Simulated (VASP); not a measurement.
Wanted: the native input for a VASP 6.6.1 run.

```yaml
Task: relaxation of cell and atoms
Functional: PBE
Potentials_or_basis: VASP PAW PBE potentials, release 64 (Hf_pv, Sc_sv)
Cutoff: 600 eV
k_mesh: 6 × 6 × 4
Occupations: gaussian, width 0.1 eV
Spin: no spin polarisation
Dipole_correction: no
Further_INCAR_settings: ALGO = Normal; EDIFF = 1e-06; IBRION = 2; EDIFFG = -0.04; NSW = 90; ISIF = 3
```

The structure of Hf2Sc lies in POSCAR:

```
Hf2Sc
1.0
    3.8841265258      0.0000000000      0.0000000000
   -1.9420632629      3.3637522429      0.0000000000
    0.0000000000      0.0000000000      4.1938243219
Hf Sc
2 1
Direct
    0.3333333333      0.6666666667      0.5000000000
    0.6666666667      0.3333333333      0.5000000000
    0.0000000000      0.0000000000      0.0000000000
```

These files were run (other wordings do the same):

INCAR

```
  PREC = Accurate
  ENCUT = 600
  EDIFF = 1E-6
  ISMEAR = 0
  SIGMA = 0.1
  LREAL = False
  LASPH = True
  NELM = 100
  ALGO = Normal
  ISIF = 3
  LWAVE = False
  LCHARG = False
  GGA = PE
  IBRION = 2
  NSW = 90
  EDIFFG = -0.04
```

KPOINTS

```
Automatic mesh
0
Gamma
  6 6 4
```

Potentials or basis: VASP PAW PBE potentials, release 64 (Hf_pv, Sc_sv).

The run is started by

```console
$ cat potpaw_PBE.64/Hf_pv/POTCAR potpaw_PBE.64/Sc_sv/POTCAR > POTCAR
$ mpirun -np 1 vasp_std > vasp.out
```

It gave:

```yaml
Relaxed_volume: 22.43 Å³/atom
Relaxed_cell: a = 5.004 Å, b = 5.004 Å, c = 3.103 Å, α = 90.00°, β = 90.00°, γ = 120.00°
Space_group_after_relaxing_to_0.05_Å: P6/mmm (No. 191)
Energy_gained_by_relaxing: 2147.1 meV/atom
Ionic_steps: 14
Pressure_after_relaxing: 0.0 GPa
```

Caveat: the k points lie up to 0.51 Å⁻¹ apart in the final cell; the volume moved by over 15 % at a fixed basis, so the end points are rough.

It took 2.8 min on 1 thread of Intel(R) Xeon(R) 6975P-C (Granite Rapids) (shared host), peak memory 0.21 GiB.
